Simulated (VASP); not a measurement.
# Be3Ni (I4/mmm) in VASP: a series of runs, part 3 of 3

VASP 6.6.1. Earlier steps stand in the parts before.

## Step 5: Single point, LDA, collinear spin, ferromagnetic start

This run uses another cell than the first one, of 8.39 Å³/atom.

The input, INCAR:

```
SYSTEM = Be3Ni
ALGO = Normal
EDIFF = 1E-7
ENCUT = 520
ISIF = 2
ISMEAR = -1
ISPIN = 2
LASPH = .True.
LCHARG = .False.
LMAXMIX = 4
LORBIT = 11
LREAL = .False.
LWAVE = .False.
MAGMOM = 0 0 0 1.5
NBANDS = 20
NELM = 150
PREC = Accurate
SIGMA = 0.1
```

The input, KPOINTS:

```
k-points
0
Gamma
  10 10 10
  0 0 0
```

The input, POSCAR:

```
Be3Ni
1.0
   -1.5695722200      1.5695722200      3.4045127700
    1.5695722200     -1.5695722200      3.4045127700
    1.5695722200      1.5695722200     -3.4045127700
Be Ni
3 1
Direct
    0.7500000000      0.2500000000      0.5000000000
    0.2500000000      0.7500000000      0.5000000000
    0.5000000000      0.5000000000      0.0000000000
    0.0000000000      0.0000000000      0.0000000000
```

Potentials or basis: VASP PAW LDA potentials, release 64 (Be, Ni).

Command:

```sh
cat potpaw_LDA.64/Be/POTCAR potpaw_LDA.64/Ni/POTCAR > POTCAR
mpirun -np 1 vasp_std > vasp.out
```

OUTCAR:

```text
SYSTEM = Be3Ni
   EDIFF = 1E-7
   ENCUT = 520
   ISIF = 2
   ISMEAR = -1
   ISPIN = 2
   LASPH = .True.
   LORBIT = 11
   LREAL = .False.
   NELM = 150
   PREC = Accurate

 ion  position               nearest neighbor table
   1  0.750  0.250  0.500-   2 2.22   2 2.22   2 2.22   2 2.22   4 2.32   3 2.32   4 2.32   4 2.32
                             3 2.32   3 2.32   4 2.32   3 2.32
   2  0.250  0.750  0.500-   1 2.22   1 2.22   1 2.22   1 2.22   4 2.32   3 2.32   4 2.32   3 2.32
                             4 2.32   4 2.32   3 2.32   3 2.32
   3  0.500  0.500  0.000-   4 2.22   4 2.22   4 2.22   4 2.22   2 2.32   1 2.32   2 2.32   1 2.32
                             2 2.32   2 2.32   1 2.32   1 2.32
   4  0.000  0.000  0.000-   3 2.22   3 2.22   3 2.22   3 2.22   2 2.32   1 2.32   2 2.32   2 2.32
                             1 2.32   1 2.32   2 2.32   1 2.32

  LATTYP: Found a body centered tetragonal cell.
 ALAT       =     3.1391444400
 C/A-ratio  =     2.1690704809

  Lattice vectors:

 A1 = (  -1.5695722200,   1.5695722200,   3.4045127700)
 A2 = (   1.5695722200,  -1.5695722200,   3.4045127700)
 A3 = (   1.5695722200,   1.5695722200,  -3.4045127700)

Analysis of symmetry for initial positions (statically):
=====================================================================
 Subroutine PRICEL returns:
 Original cell was already a primitive cell.

 Routine SETGRP: Setting up the symmetry group for a
 body centered tetragonal supercell.

 Subroutine GETGRP returns: Found 16 space group operations
 (whereof 16 operations were pure point group operations)
 out of a pool of 16 trial point group operations.

The static configuration has the point symmetry D_4h.

Analysis of symmetry for dynamics (positions and initial velocities):
=====================================================================
 Subroutine PRICEL returns:
 Original cell was already a primitive cell.

 Routine SETGRP: Setting up the symmetry group for a
 body centered tetragonal supercell.

 Subroutine GETGRP returns: Found 16 space group operations
 (whereof 16 operations were pure point group operations)
 out of a pool of 16 trial point group operations.

The dynamic configuration has the point symmetry D_4h.

Analysis of structural, dynamic, and magnetic symmetry:
=====================================================================
 Subroutine PRICEL returns:
 Original cell was already a primitive cell.

 Routine SETGRP: Setting up the symmetry group for a
 body centered tetragonal supercell.

 Subroutine GETGRP returns: Found 16 space group operations
 (whereof 16 operations were pure point group operations)
 out of a pool of 16 trial point group operations.

The overall configuration has the point symmetry D_4h.

 Subroutine INISYM returns: Found 16 space group operations
 (whereof 16 operations are pure point group operations),
 and found     1 'primitive' translations

----------------------------------------------------------------------------------------

                                     Primitive cell

  volume of cell :      33.5488

  direct lattice vectors                    reciprocal lattice vectors
    -1.569572220  1.569572220  3.404512770     0.000000000  0.318558136  0.146863893
     1.569572220 -1.569572220  3.404512770     0.318558136  0.000000000  0.146863893
     1.569572220  1.569572220 -3.404512770     0.318558136  0.318558136  0.000000000

  length of vectors
[... 82 lines left out ...]
   LSORBIT =      F    spin-orbit coupling
   LASPH  =      T    aspherical Exc in radial PAW
   ENCUT  =  520.0 eV  38.22 Ry    6.18 a.u.   7.56  7.56  7.56*2*pi/ulx,y,z
   NELM   =    150;   NELMIN=  2; NELMDL= -5     # of ELM steps
   EDIFF  = 0.1E-06   stopping-criterion for ELM
   LREAL  =      F    real-space projection
   EDIFFG = 0.1E-05   stopping-criterion for IOM
   NSW    =      0    number of steps for IOM
   IBRION =     -1    ionic relax: 0-MD 1-quasi-New 2-CG
   NFREE  =      0    steps in history (QN), initial steepest desc. (CG)
   ISIF   =      2    stress and relaxation
   ISYM   =      2    0-nonsym 1-usesym 2-fastsym
   POTIM  = 0.5000    time-step for ionic-motion
   TEBEG  =    0.0;   TEEND  =   0.0 temperature during run
   PSTRESS=    0.0 pullay stress
   NELECT =      16.0000    total number of electrons
   NUPDOWN=      -1.0000    fix difference up-down
   EMIN   =  10.00;   EMAX   =-10.00  energy-range for DOS
   EFERMI =   0.00;   METHOD = LEGACY
   ISMEAR =    -1;   SIGMA  =   0.10  broadening in eV -4-tet -1-fermi 0-gaus
   EFERMI_NEDOS =   21; number of points for ismear=-14 and -15
   IALGO  =     38    algorithm
   IMIX   =      4    mixing-type and parameters
     AMIX     =   0.40;   BMIX     =  1.00
     AMIX_MAG =   1.60;   BMIX_MAG =  1.00
  volume/ion in A,a.u.               =       8.39        56.60
  Fermi-wavevector in a.u.,A,eV,Ry     =   1.279054  2.417062 22.258857  1.635980
  Thomas-Fermi vector in A             =   2.411562
   LORBIT       =     11    0 simple, 1 ext, 2 COOP (PROOUT), +10 PAW based schemes
   GGA     = CA    functional components
   LHFCALC =     F    Hartree Fock is set to
   AEXX    =    0.0000 exact exchange contribution
   IVDW    =     0    specifies the selected vdW correction
   LEPSILON=     F    determine dielectric tensor
   LRPA    =     F    only Hartree local field effects (RPA)
 spin polarized calculation
  energy-cutoff  :      520.00
  volume of cell :       33.55
 maximum number of plane-waves:       916
   NGX = 15   NGY = 15   NGZ = 15

 number of electron      16.0000000 magnetization       0.0366657

 number of electron      16.0000000 magnetization      -0.0000170

 Free energy of the ion-electron system (eV)
  ---------------------------------------------------
  ext. energy  EPLUGINS =         0.00000000
  ---------------------------------------------------
  free energy    TOTEN  =       -20.39091767 eV

  energy without entropy =      -20.35964100  energy(sigma->0) =      -20.37527934

 E-fermi :   7.4617     XC(G=0): -11.6702

 val. band max:        7.4525128407   @ k =  -0.3000  -0.3000   0.1000
 cond. band min:       7.5389850115   @ k =   0.2000   0.2000   0.1000
 fundamental gap:      0.0864721708
 Fermi energy:         7.4616990111

 spin component 1

 k-point     1 :       0.0000    0.0000    0.0000
  band No.  band energies     occupation
      1      -2.8846      1.00000
      2       4.1642      1.00000
      3       4.4161      1.00000
      4       4.5917      1.00000
      5       4.5917      1.00000
      6       5.4248      1.00000
[... 541 lines left out ...]
     19      24.7925      0.00000
     20      27.1452      0.00000

 [... further k-points ...]

 spin component 2

 k-point     1 :       0.0000    0.0000    0.0000
  band No.  band energies     occupation
      1      -2.8846      1.00000
      2       4.1642      1.00000
      3       4.4161      1.00000
      4       4.5917      1.00000
      5       4.5917      1.00000
      6       5.4248      1.00000
[... 541 lines left out ...]
     19      24.7925      0.00000
     20      27.1452      0.00000

 [... further k-points ...]
[... 5 lines left out ...]
  --------------------------------------------------------------------------------------
  -------------------------------------------------------------------------------------
  Total       -1.4175153     -1.4175153     -1.4579566      0.0000000      0.0000000      0.0000000
  in kB      -67.6956524    -67.6956524    -69.6269909      0.0000000      0.0000000      0.0000000
  external PRESSURE =     -68.3394319 kB  Pullay stress =       0.0000000 kB

 VOLUME and BASIS-vectors are now :
 -----------------------------------------------------------------------------
  energy-cutoff  :      520.00
  volume of cell :       33.55
      direct lattice vectors                 reciprocal lattice vectors
    -1.569572220  1.569572220  3.404512770     0.000000000  0.318558136  0.146863893
     1.569572220 -1.569572220  3.404512770     0.318558136  0.000000000  0.146863893
     1.569572220  1.569572220 -3.404512770     0.318558136  0.318558136  0.000000000

 POSITION                                       TOTAL-FORCE (eV/Angst)
 -----------------------------------------------------------------------------------
     -0.00000      1.56957      1.70226         0.000000     -0.000000      0.000000
      1.56957     -0.00000      1.70226         0.000000      0.000000     -0.000000
      0.00000      0.00000      3.40451        -0.000000     -0.000000      0.000000
      0.00000      0.00000      0.00000        -0.000000     -0.000000      0.000000
 -----------------------------------------------------------------------------------
    total drift:                               -0.000000      0.000000      0.000000

  FREE ENERGIE OF THE ION-ELECTRON SYSTEM (eV)
  ---------------------------------------------------
  free  energy   TOTEN  =       -20.3909176718 eV

  energy  without entropy=      -20.3596409983  energy(sigma->0) =      -20.37527934

 total charge

# of ion       s       p       d       tot
------------------------------------------
    1        0.418   0.720   0.000   1.138
    2        0.418   0.720   0.000   1.138
    3        0.432   0.692   0.000   1.124
    4        0.536   0.666   8.429   9.631
--------------------------------------------------
tot          1.804   2.797   8.429  13.031

 magnetization (x)

# of ion       s       p       d       tot
------------------------------------------
    1        0.000   0.000   0.000   0.000
    2        0.000   0.000   0.000   0.000
    3       -0.000   0.000   0.000  -0.000
    4       -0.000  -0.000   0.000   0.000
--------------------------------------------------
tot         -0.000   0.000   0.000   0.000
```

OSZICAR:

```text
N       E                     dE             d eps       ncg     rms          rms(c)
DAV:   1     0.531691567133E+02    0.53169E+02   -0.61974E+03  8352   0.803E+02
DAV:   2    -0.208130674834E+02   -0.73982E+02   -0.63442E+02  8528   0.180E+02
DAV:   3    -0.247584026039E+02   -0.39453E+01   -0.37664E+01  9808   0.430E+01
DAV:   4    -0.248008673374E+02   -0.42465E-01   -0.42369E-01  9320   0.402E+00
DAV:   5    -0.248015556535E+02   -0.68832E-03   -0.68826E-03  9456   0.572E-01    0.221E+01
DAV:   6    -0.371034162783E+02   -0.12302E+02   -0.77503E+01  9192   0.170E+02    0.424E+01
DAV:   7    -0.216601653937E+02    0.15443E+02   -0.21803E+01 10072   0.643E+01    0.935E+00
DAV:   8    -0.203911857544E+02    0.12690E+01   -0.25533E+00 10740   0.297E+01    0.356E+00
DAV:   9    -0.204064537479E+02   -0.15268E-01   -0.23078E-01  9264   0.329E+00    0.207E+00
DAV:  10    -0.203950056551E+02    0.11448E-01   -0.55131E-03 11000   0.112E+00    0.992E-01
DAV:  11    -0.203913087064E+02    0.36969E-02   -0.40093E-03 10552   0.110E+00    0.609E-01
DAV:  12    -0.203909821832E+02    0.32652E-03   -0.81585E-04  9744   0.363E-01    0.153E-01
DAV:  13    -0.203909355045E+02    0.46679E-04   -0.13116E-04 10620   0.160E-01    0.752E-02
DAV:  14    -0.203909196517E+02    0.15853E-04   -0.34460E-05 10432   0.889E-02    0.266E-02
DAV:  15    -0.203909180207E+02    0.16311E-05   -0.35164E-06 11228   0.243E-02    0.963E-03
DAV:  16    -0.203909177127E+02    0.30796E-06   -0.39235E-07  8796   0.109E-02    0.259E-03
DAV:  17    -0.203909176718E+02    0.40925E-07   -0.61449E-08  4664   0.409E-03
   1 F= -.20390918E+02 E0= -.20375279E+02  d E =-.312767E-01  mag=     0.0000
```

It took 99 s on 1 thread of Intel Xeon 6975P-C (Granite Rapids), shared host; peak memory 0.23 GiB.

What came out:

```
Free energy                                           : -20.3909 eV
Pressure                                              : -6.8 GPa
Band gap on the k mesh                                : zero (filled and empty bands overlap)
Net moment                                            : 0.00 μB per cell
Valence electrons inside the program's atomic spheres : Be 1.14, 1.12 (each value once); Ni 9.63
```

Stress tensor (GPa, compression positive):
```
-6.77  0.00  0.00
 0.00 -6.77  0.00
 0.00  0.00 -6.96
```

Caveat: the cell stands under tension.

## Step 6: Single point, LDA, collinear spin, ferromagnetic start

This run uses another cell than the first one, of 8.72 Å³/atom.

The input, INCAR:

```
ALGO = Normal
EDIFF = 1E-6
ENCUT = 520
ISIF = 2
ISMEAR = -1
ISPIN = 2
LASPH = True
LCHARG = True
LELF = True
LMAXMIX = 4
LORBIT = 11
LREAL = False
LVHAR = True
LWAVE = False
MAGMOM = 0 0 0 1.5
NBANDS = 20
NELM = 150
PREC = Accurate
SIGMA = 0.1
```

The input, KPOINTS:

```
k-points
0
Gamma
  10 10 10
```

The input, POSCAR:

```
Be3Ni
1.0
   -1.5902268547      1.5902268547      3.4493141284
    1.5902268547     -1.5902268547      3.4493141284
    1.5902268547      1.5902268547     -3.4493141284
Be Ni
3 1
Direct
    0.7500000000      0.2500000000      0.5000000000
    0.2500000000      0.7500000000      0.5000000000
    0.5000000000      0.5000000000      0.0000000000
    0.0000000000      0.0000000000      0.0000000000
```

Potentials or basis: VASP PAW LDA potentials, release 64 (Be, Ni).

Command:

```sh
cat potpaw_LDA.64/Be/POTCAR potpaw_LDA.64/Ni/POTCAR > POTCAR
mpirun -np 1 vasp_std > vasp.out
```

It took 69 s on 1 thread of Intel Xeon 6975P-C (Granite Rapids), shared host; peak memory 0.24 GiB.

The run converged. Its results:

```yaml
Free_energy: -20.3110 eV
Pressure: -12.0 GPa
Band_gap_on_the_k_mesh: zero (filled and empty bands overlap)
Net_moment: 0.00 μB per cell
Valence_electrons_inside_the_program's_atomic_spheres: Be 1.09, 1.08 (each value once); Ni 9.56
```

Stress tensor (GPa, compression positive):
```
-11.96   0.00   0.00
  0.00 -11.96   0.00
  0.00   0.00 -12.10
```

Levels at points of the mesh, in eV from the Fermi level:
Spin up:
| k point | band 5 | band 6 | band 7 | band 8 | band 9 | band 10 | band 11 | band 12 |
| --- | --- | --- | --- | --- | --- | --- | --- | --- |
| (0.00, 0.00, 0.00) | -2.74 | -1.95 | -1.77 | 3.67 | 3.67 | 3.77 | 3.77 | 5.41 |
| (0.50, 0.00, 0.00) | -2.39 | -2.15 | -1.39 | -0.87 | 1.05 | 4.83 | 5.17 | 8.47 |
| (0.50, 0.50, 0.00) | -2.79 | -2.78 | -2.71 | -1.49 | -0.84 | 3.19 | 3.44 | 6.38 |
| (0.50, 0.50, 0.50) | -2.05 | -2.05 | -1.92 | -0.12 | -0.12 | 6.74 | 8.01 | 9.33 |
Spin down:
| k point | band 4 | band 5 | band 6 | band 7 | band 8 | band 9 | band 10 | band 11 | band 12 | band 13 |
| --- | --- | --- | --- | --- | --- | --- | --- | --- | --- | --- |
| (0.00, 0.00, 0.00) | -2.74 | -2.74 | -1.95 | -1.77 | 3.67 | 3.67 | 3.77 | 3.77 | 5.41 | 6.09 |
| (0.50, 0.00, 0.00) | -2.86 | -2.39 | -2.15 | -1.39 | -0.87 | 1.05 | 4.83 | 5.17 | 8.47 | 9.43 |
| (0.50, 0.50, 0.00) | -3.46 | -2.79 | -2.78 | -2.71 | -1.49 | -0.84 | 3.19 | 3.44 | 6.38 | 6.69 |
| (0.50, 0.50, 0.50) | -2.17 | -2.05 | -2.05 | -1.92 | -0.12 | -0.12 | 6.74 | 8.01 | 9.33 | 9.49 |

Caveat: the cell stands under tension.
